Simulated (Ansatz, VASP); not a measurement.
One calculation of Sn, two programs

```
Sn
1.0
     0.00000    3.27197    3.27197
     3.27197    0.00000    3.27197
     3.27197    3.27197    0.00000
Sn
2
Direct
  0.50000 0.50000 0.50000
  0.75000 0.75000 0.75000
```

Alike in both runs: task single point; functional PBEsol; k mesh 14 × 14 × 14; occupations fermi-dirac, width 0.1 eV; no spin polarisation.

|  | VASP | Ansatz |
| --- | --- | --- |
| version | VASP 6.6.1 | Ansatz 0.2.0 |
| potentials or method | VASP PAW PBE potentials, release 64 (Sn_d), cutoff 520 eV | plane waves (420 eV) with PAW, scalar-relativistic |
| valence electrons in the cell | 28 | 28 |

```csv
,VASP,Ansatz,Ansatz less VASP
pressure (GPa),-0.1,-0.1,+0.07
```

VASP's potentials were made for PBE, not for PBEsol, and Ansatz warns of the same on its side. With one functional, cell and mesh, what is left measures potentials, basis and numerics.
